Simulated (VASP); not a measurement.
Set up this calculation in VASP 6.6.1, as the native input.

```
Task                   : single point
Functional             : PBE
Potentials or basis    : VASP PAW PBE potentials, release 64 (Au)
Cutoff                 : 500 eV
k mesh                 : 16 × 16 × 16
Occupations            : gaussian, width 0.1 eV
Spin                   : no spin polarisation
Dipole correction      : no
Further INCAR settings : ALGO = Normal; EDIFF = 1e-06; NBANDS = 18
```

The structure of Au lies in POSCAR:

```
Au
1.0
    3.3673352191      0.0000000000      0.0000000000
    0.0000000000      3.3673352191      0.0000000000
    0.0000000000      0.0000000000      3.2616933299
Au
2
Direct
    0.0000000000      0.0000000000      0.0000000000
    0.5000000000      0.5000000000      0.5000000000
```

This cell differs from its parent crystal: biaxial strain in the a-b plane: +2.0 %.

The input as run:

INCAR

```
PREC     = Accurate       # precision mode
ENCUT    = 500            # plane-wave cutoff, eV
EDIFF    = 1E-6           # SCF threshold, eV
ISMEAR   = 0              # smearing method
SIGMA    = 0.1            # smearing width, eV
LREAL    = F              # projectors in reciprocal space
LASPH    = T              # aspherical terms in the spheres
NELM     = 120            # most SCF steps
ALGO     = Normal         # electronic algorithm
ISIF     = 2              # what is computed and relaxed
LWAVE    = F              # write WAVECAR
LCHARG   = F              # write CHGCAR
GGA      = PE             # functional
NBANDS   = 18             # bands
GGA_COMPAT= F
```

KPOINTS

```
Automatic mesh
0
Gamma
  16 16 16
```

Potentials or basis: VASP PAW PBE potentials, release 64 (Au).

Command:

```bash
$ cat potpaw_PBE.64/Au/POTCAR > POTCAR
$ mpirun -np 1 vasp_std > vasp.out
```

Results of the run:

```json
{
 "Pressure": "-3.4 GPa",
 "Band gap on the k mesh": "zero (band 11 reaches 10.99 eV, above the bottom of band 12 at 6.20 eV)"
}
```

Caveat: the cell differs from its parent crystal (biaxial strain in the a-b plane: +2.0 %); spin-orbit coupling is left out, which moves the levels of the heavy elements.

It took 95 s on 1 thread of AMD EPYC 9R45 96-Core Processor (Zen 5), with other jobs on the host, peak memory 0.28 GiB.
